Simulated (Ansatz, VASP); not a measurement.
**One calculation of HfO2, two programs**

```xyz
6
Lattice="3.5580 0.0000 0.0000 0.0000 3.5580 0.0000 0.0000 0.0000 5.1719" Properties=species:S:1:pos:R:3 pbc="T T T"
Hf    1.7790    1.7790    2.5859
Hf    0.0000    0.0000    0.0000
O     0.0000    1.7790    3.6059
O     1.7790    0.0000    4.1519
O     1.7790    0.0000    1.5660
O     0.0000    1.7790    1.0199
```

Alike in both runs: task relaxation of cell and atoms; functional revPBE; dispersion D3(BJ); k mesh 6 × 6 × 4; no spin polarisation.

|  | VASP | Ansatz |
| --- | --- | --- |
| version | VASP 6.6.1 | Ansatz 0.2.0 |
| potentials or method | VASP PAW PBE potentials, release 64 (Hf_pv, O) | plane waves, PAW |
| plane-wave cutoff (eV) | 600 | 420 |
| occupations | gaussian, width 0.01 eV | fixed |
| valence electrons in the cell | 44 | 76 |

VASP gave:

| Item | Value |
| --- | --- |
| relaxed volume (Å³/atom) | 11.01 |
| relaxed length of the cell vector where the two differ most in proportion (Å) | 5.175 |

Task: What did Ansatz give for the same quantities?

Result: Relaxed volume (Å³/atom): 11.20; relaxed length of the cell vector where the two differ most in proportion (Å): 5.216.

VASP's potentials were made for PBE, not for revPBE. VASP's potentials hold 44 valence electrons a cell and Ansatz's 76, so a difference there can come from the potentials and not from the codes.

Neither program's run includes spin-orbit coupling.
